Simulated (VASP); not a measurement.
# Cs (I4/mmm) in VASP: relaxation of cell and atoms with PBE

Aim: the relaxation of cell and atoms of Cs with PBE.

Program: VASP 6.6.1. These are calculated values, not measurements. Logs are shortened: lines on timing, memory, paths and dates and some standing lists are left out, and cuts for length are marked.

## Step 1: The cell of the first run

It takes space group I4/mmm (No. 139, tetragonal). The conventional cell has a = 4.902 Å, b = 4.902 Å, c = 4.044 Å, α = 90.00°, β = 90.00°, γ = 90.00°. Cs (site symmetry 4/mmm) has 14 Cs at 4.01 to 4.90 Å within 5.3 Å.

## Step 2: Relaxation of cell and atoms, PBE, non-collinear spin, zero start, spin-orbit coupling, target pressure 5 GPa, at which the enthalpy is minimised

File INCAR:

```
SYSTEM = Cs
ALGO = Normal
EDIFF = 1E-7
EDIFFG = -0.03
ENCUT = 600
GGA = PE
GGA_COMPAT = .False.
IBRION = 2
ISIF = 3
ISMEAR = 0
LASPH = .True.
LCHARG = .False.
LNONCOLLINEAR = .True.
LORBIT = 11
LORBMOM = .True.
LREAL = .False.
LSORBIT = .True.
LWAVE = .False.
MAGMOM = 0 0 0
NELM = 150
NSW = 100
PREC = Accurate
PSTRESS = 50.0
SIGMA = 0.117
```

File KPOINTS:

```
k-points
0
Gamma
  8 8 8
  0 0 0
```

File POSCAR:

```
Cs
1.0
   -2.4510290000      2.4510290000      2.0220210000
    2.4510290000     -2.4510290000      2.0220210000
    2.4510290000      2.4510290000     -2.0220210000
Cs
1
Direct
    0.0000000000      0.0000000000      0.0000000000
```

Potentials or basis: VASP PAW PBE potentials, release 64 (Cs_sv).

Run with:

```
cat potpaw_PBE.64/Cs_sv/POTCAR > POTCAR
mpirun -np 1 vasp_ncl > vasp.out
```

OUTCAR:

```text
SYSTEM = Cs
   EDIFF = 1E-7
   EDIFFG = -0.03
   ENCUT = 600
   GGA = PE
   IBRION = 2
   ISIF = 3
   ISMEAR = 0
   LASPH = .True.
   LNONCOLLINEAR = .True.
   LORBIT = 11
   LREAL = .False.
   LSORBIT = .True.
   NELM = 150
   NSW = 100
   PREC = Accurate
   PSTRESS = 50.0

 ion  position               nearest neighbor table
   1  0.000  0.000  0.000-

  LATTYP: Found a body centered tetragonal cell.
 ALAT       =     4.9020580000
 C/A-ratio  =     0.8249682072

  Lattice vectors:

 A1 = (  -2.4510290000,   2.4510290000,   2.0220210000)
 A2 = (   2.4510290000,  -2.4510290000,   2.0220210000)
 A3 = (   2.4510290000,   2.4510290000,  -2.0220210000)

Analysis of symmetry for initial positions (statically):
=====================================================================
 Subroutine PRICEL returns:
 Original cell was already a primitive cell.

 Routine SETGRP: Setting up the symmetry group for a
 body centered tetragonal supercell.

 Subroutine GETGRP returns: Found 16 space group operations
 (whereof 16 operations were pure point group operations)
 out of a pool of 16 trial point group operations.

The static configuration has the point symmetry D_4h.

Analysis of symmetry for dynamics (positions and initial velocities):
=====================================================================
 Subroutine PRICEL returns:
 Original cell was already a primitive cell.

 Routine SETGRP: Setting up the symmetry group for a
 body centered tetragonal supercell.

 Subroutine GETGRP returns: Found 16 space group operations
 (whereof 16 operations were pure point group operations)
 out of a pool of 16 trial point group operations.

The dynamic configuration has the point symmetry D_4h.

Analysis of structural, dynamic, and magnetic symmetry:
=====================================================================
 Subroutine PRICEL returns:
 Original cell was already a primitive cell.

 Routine SETGRP: Setting up the symmetry group for a
 body centered tetragonal supercell.

 Subroutine GETGRP returns: Found 16 space group operations
 (whereof 16 operations were pure point group operations)
 out of a pool of 16 trial point group operations.

The overall configuration has the point symmetry D_4h.

 Subroutine INISYM returns: Found 16 space group operations
 (whereof 16 operations are pure point group operations),
 and found     1 'primitive' translations

----------------------------------------------------------------------------------------

                                     Primitive cell

  volume of cell :      48.5895

  direct lattice vectors                    reciprocal lattice vectors
    -2.451029000  2.451029000  2.022021000     0.000000000  0.203995954  0.247277353
     2.451029000 -2.451029000  2.022021000     0.203995954  0.000000000  0.247277353
     2.451029000  2.451029000 -2.022021000     0.203995954  0.203995954  0.000000000

  length of vectors
     4.012935988  4.012935988  4.012935988     0.320562691  0.320562691  0.288493845

  position of ions in fractional coordinates (direct lattice)
     0.000000000  0.000000000  0.000000000

  ion indices of the primitive-cell ions
   primitive index   ion index
                 1           1

----------------------------------------------------------------------------------------

 KPOINTS: k-points

Automatic generation of k-mesh.
 Grid dimensions read from file:
 generate k-points for:    8    8    8

 Generating k-lattice:

  Cartesian coordinates                     Fractional coordinates (reciprocal lattice)
     0.000000000  0.025499494  0.030909669     0.125000000  0.000000000  0.000000000
     0.025499494  0.000000000  0.030909669     0.000000000  0.125000000  0.000000000
     0.025499494  0.025499494  0.000000000     0.000000000  0.000000000  0.125000000

  Length of vectors
     0.040070336  0.040070336  0.036061731

  Shift w.r.t. Gamma in fractional coordinates (k-lattice)
     0.000000000  0.000000000  0.000000000

 Subroutine IBZKPT returns following result:
 ===========================================

 Found     59 irreducible k-points:

 Following reciprocal coordinates:
            Coordinates               Weight
  0.000000  0.000000  0.000000      1.000000
  0.125000  0.000000  0.000000      8.000000
  0.250000  0.000000  0.000000      8.000000
  0.375000  0.000000 -0.000000      8.000000
  0.500000  0.000000  0.000000      4.000000
  0.125000  0.125000  0.000000      8.000000
[... 16 lines left out ...]
  0.250000  0.125000  0.125000     16.000000
  0.375000  0.125000  0.125000      8.000000
 [... further k-points ...]
   k-points           NKPTS =     59   k-points in BZ     NKDIM =     59   number of bands    NBANDS=     16
   number of dos      NEDOS =    301   number of ions     NIONS =      1
   total plane-waves  NPLWV =  32768
   dimension x,y,z NGX =    32 NGY =   32 NGZ =   32
   dimension x,y,z NGXF=    64 NGYF=   64 NGZF=   64
   ions per type =               1
   NGX,Y,Z   is equivalent  to a cutoff of  13.26, 13.26, 13.26 a.u.
   NGXF,Y,Z  is equivalent  to a cutoff of  26.51, 26.51, 26.51 a.u.
 SYSTEM =  Cs
   PREC   = accura    normal or accurate (medium, high low for compatibility)
   ISTART =      0    job   : 0-new  1-cont  2-samecut
   ICHARG =      2    charge: 1-file 2-atom 10-const
   ISPIN  =      1    spin polarized calculation?
   LNONCOLLINEAR =      T non collinear calculations
   LSORBIT =      T    spin-orbit coupling
   LASPH  =      T    aspherical Exc in radial PAW
   ENCUT  =  600.0 eV  44.10 Ry    6.64 a.u.   8.01  8.01  8.01*2*pi/ulx,y,z
   NELM   =    150;   NELMIN=  2; NELMDL= -5     # of ELM steps
   EDIFF  = 0.1E-06   stopping-criterion for ELM
   LREAL  =      F    real-space projection
   EDIFFG = -.3E-01   stopping-criterion for IOM
   NSW    =    100    number of steps for IOM
   IBRION =      2    ionic relax: 0-MD 1-quasi-New 2-CG
   NFREE  =      1    steps in history (QN), initial steepest desc. (CG)
   ISIF   =      3    stress and relaxation
   ISYM   =      2    0-nonsym 1-usesym 2-fastsym
   POTIM  = 0.5000    time-step for ionic-motion
   TEBEG  =    0.0;   TEEND  =   0.0 temperature during run
   PSTRESS=   50.0 pullay stress
   NELECT =       9.0000    total number of electrons
   NUPDOWN=      -1.0000    fix difference up-down
   EMIN   =  10.00;   EMAX   =-10.00  energy-range for DOS
   EFERMI =   0.00;   METHOD = LEGACY
   ISMEAR =     0;   SIGMA  =   0.12  broadening in eV -4-tet -1-fermi 0-gaus
   EFERMI_NEDOS =   21; number of points for ismear=-14 and -15
   IALGO  =     38    algorithm
   IMIX   =      4    mixing-type and parameters
     AMIX     =   0.40;   BMIX     =  1.00
     AMIX_MAG =   1.60;   BMIX_MAG =  1.00
  volume/ion in A,a.u.               =      48.59       327.90
  Fermi-wavevector in a.u.,A,eV,Ry     =   0.933200  1.763493 11.848805  0.870863
  Thomas-Fermi vector in A             =   2.059877
   LORBIT       =     11    0 simple, 1 ext, 2 COOP (PROOUT), +10 PAW based schemes
   GGA     = PE    functional components
   LHFCALC =     F    Hartree Fock is set to
   AEXX    =    0.0000 exact exchange contribution
   IVDW    =     0    specifies the selected vdW correction
   LEPSILON=     F    determine dielectric tensor
   LRPA    =     F    only Hartree local field effects (RPA)
 conjugate gradient relaxation of ions
 Gauss-broadening in eV      SIGMA  =   0.12
  energy-cutoff  :      600.00
  volume of cell :       48.59
 maximum number of plane-waves:      3304
   NGX = 17   NGY = 17   NGZ = 17

--------------------------------------- Ionic step        1  -------------------------------------------

 number of electron       9.0000000 magnetization       0.0000000      0.0000000      0.0000000

 number of electron       9.0000000 magnetization       0.0000000     -0.0000000      0.0000000

 number of electron       9.0000000 magnetization      -0.0000000      0.0000000     -0.0000000

 Free energy of the ion-electron system (eV)
  ---------------------------------------------------
  ext. energy  EPLUGINS =         0.00000000
  ---------------------------------------------------
  free energy    TOTEN  =        -0.30052664 eV

  energy without entropy =       -0.28943110  energy(sigma->0) =       -0.29497887

------------------------ aborting loop because EDIFF is reached ----------------------------------------

  FORCE on cell =-STRESS in cart. coord.  units (eV):
  Direction    XX          YY          ZZ          XY          YZ          ZX
  --------------------------------------------------------------------------------------
  -------------------------------------------------------------------------------------
  Total        1.6222882      1.6222882      1.7310864      0.0000000     -0.0000000      0.0000000
  in kB       53.4928865     53.4928865     57.0803677      0.0000000     -0.0000000      0.0000000
  external PRESSURE =       4.6887136 kB  Pullay stress =      50.0000000 kB
[... 100 lines left out ...]
  energy  without entropy=       -0.4091193078  energy(sigma->0) =       -0.41376508

  enthalpy is  TOTEN    =         1.2119056976 eV   P V=        1.6303165496

[... ionic steps 4 to 8 ...]

--------------------------------------- Ionic step        9  -------------------------------------------

 number of electron       9.0000002 magnetization       0.0000000      0.0000000      0.0000000

 number of electron       9.0000002 magnetization      -0.0000000     -0.0000000      0.0000000
[... 85 lines left out ...]
 number of electron       9.0000001 magnetization       0.0000000     -0.0000000     -0.0000000

 number of electron       9.0000001 magnetization       0.0000000     -0.0000000      0.0000000

 Free energy of the ion-electron system (eV)
  ---------------------------------------------------
  ext. energy  EPLUGINS =         0.00000000
  ---------------------------------------------------
  free energy    TOTEN  =        -0.38485555 eV

  energy without entropy =       -0.37747476  energy(sigma->0) =       -0.38116516

 E-fermi :   3.4087     XC(G=0):  -7.9902

 val. band max:        3.3750750923   @ k =   0.1250   0.1250   0.1250
 cond. band min:       3.5589633920   @ k =  -0.2500   0.5000   0.2500
 fundamental gap:      0.1838882997
 Fermi energy:         3.4086552688

 k-point     1 :       0.0000    0.0000    0.0000
  band No.  band energies     occupation
      1     -20.4036      1.00000
      2     -20.4036      1.00000
      3      -7.6425      1.00000
      4      -7.6425      1.00000
      5      -5.9612      1.00000
      6      -5.9612      1.00000
[... 433 lines left out ...]
      3      -8.3568      1.00000
      4      -8.3568      1.00000
      5      -6.9898      1.00000
      6      -6.9898      1.00000
[... 8 lines left out ...]
     15       8.8158      0.00000
     16       8.8158      0.00000

 [... further k-points ...]

------------------------ aborting loop because EDIFF is reached ----------------------------------------

  FORCE on cell =-STRESS in cart. coord.  units (eV):
  Direction    XX          YY          ZZ          XY          YZ          ZX
  --------------------------------------------------------------------------------------
  -------------------------------------------------------------------------------------
  Total        1.5850412      1.5850412      1.5958910      0.0000000      0.0000000      0.0000000
  in kB       49.9370976     49.9370976     50.2789248      0.0000000      0.0000000      0.0000000
  external PRESSURE =       0.0510400 kB  Pullay stress =      50.0000000 kB
[... 20 lines left out ...]
  energy  without entropy=       -0.3774747618  energy(sigma->0) =       -0.38116516

  enthalpy is  TOTEN    =         1.2021821960 eV   P V=        1.5870377452

 reached required accuracy - stopping structural energy minimisation

 orbital moment (x)

 # of ion     p       d       tot
 ----------------------------------------
  1         0.000   0.000   0.000
 ----------------------------------------
            0.000   0.000   0.000

 orbital moment (y)

 # of ion     p       d       tot
 ----------------------------------------
  1        -0.000  -0.000  -0.000
 ----------------------------------------
           -0.000  -0.000  -0.000

 orbital moment (z)

 # of ion     p       d       tot
 ----------------------------------------
  1         0.000   0.000   0.000
 ----------------------------------------
            0.000   0.000   0.000

 Spin-Orbit-Coupling matrix elements

 Ion:    1  E_soc:     -0.3348995
 l=   1
     0.0000000    -0.0557716    -0.0557797
    -0.0557716     0.0000000    -0.0557716
    -0.0557797    -0.0557716     0.0000000
 l=   2
     0.0000000    -0.0000005     0.0000000    -0.0000005    -0.0000413
    -0.0000005     0.0000000    -0.0000312    -0.0000009    -0.0000106
     0.0000000    -0.0000312     0.0000000    -0.0000312     0.0000000
    -0.0000005    -0.0000009    -0.0000312     0.0000000    -0.0000106
    -0.0000413    -0.0000106     0.0000000    -0.0000106     0.0000000
 l=   3
     0.0000000     0.0000000     0.0000000     0.0000000     0.0000000     0.0000000     0.0000000
     0.0000000     0.0000000     0.0000000     0.0000000     0.0000000     0.0000000     0.0000000
     0.0000000     0.0000000     0.0000000     0.0000000     0.0000000     0.0000000     0.0000000
     0.0000000     0.0000000     0.0000000     0.0000000     0.0000000     0.0000000     0.0000000
     0.0000000     0.0000000     0.0000000     0.0000000     0.0000000     0.0000000     0.0000000
     0.0000000     0.0000000     0.0000000     0.0000000     0.0000000     0.0000000     0.0000000
     0.0000000     0.0000000     0.0000000     0.0000000     0.0000000     0.0000000     0.0000000

 total charge

# of ion       s       p       d       tot
------------------------------------------
    1        1.871   4.612   0.088   6.571

 magnetization (x)

# of ion       s       p       d       tot
------------------------------------------
    1        0.000   0.000  -0.000  -0.000

 magnetization (y)

# of ion       s       p       d       tot
------------------------------------------
    1        0.000   0.000   0.000   0.000

 magnetization (z)

# of ion       s       p       d       tot
------------------------------------------
    1        0.000   0.000  -0.000   0.000
```

Run time: 22 min. Hardware: 1 thread of Intel Xeon 8259CL, shared host; peak memory 0.38 GiB.

What came out:

```
Free energy                                                : -0.3849 eV
Relaxed volume                                             : 50.85 Å³/atom
Relaxed cell                                               : a = 4.043 Å, b = 4.043 Å, c = 4.043 Å, α = 109.24°, β = 109.24°, γ = 109.94°
Space group after relaxing (to 0.1 Å)                      : Im-3m (No. 229)
Energy change on relaxing (the run minimises the enthalpy) : -84.3 meV/atom
Ionic steps                                                : 11
Pressure after relaxing                                    : 5.0 GPa
Net moment                                                 : 0.00 μB per cell
Valence electrons inside the program's atomic spheres      : Cs 6.57
```

The path:
```tsv
step	energy change (eV)	largest force (eV/Å)	pressure (GPa)	volume (Å³)
1	0.0000	0.0000	5.47	48.59
2	-0.0341	0.0000	5.28	49.60
3	-0.1179	0.0000	4.72	52.24
4	-0.0859	0.0000	4.95	51.20
5	-0.0879	0.0000	4.95	51.24
6	-0.0930	0.0000	4.97	51.34
7	-0.1000	0.0000	4.93	51.46
8	-0.1007	0.0000	4.88	51.39
9	-0.1028	0.0000	4.86	51.46
10	-0.0430	0.0000	5.33	49.57
11	-0.0843	0.0000	5.01	50.85
```

Final structure:
```cif
data_structure
_symmetry_space_group_name_H-M 'P 1'
_symmetry_Int_Tables_number 1
_cell_length_a 4.0426
_cell_length_b 4.0426
_cell_length_c 4.0426
_cell_angle_alpha 109.237
_cell_angle_beta 109.237
_cell_angle_gamma 109.941
_cell_volume 50.85
loop_
_atom_site_label
_atom_site_type_symbol
_atom_site_fract_x
_atom_site_fract_y
_atom_site_fract_z
_atom_site_occupancy
Cs1 Cs 0.00000 0.00000 0.00000 1
```

Moments on the atoms (μB; x, y, z):
```
Cs  0.00 0.00 0.00
```

Caveat: the cell is relaxed towards a set pressure, so the run minimises the enthalpy, not the energy.
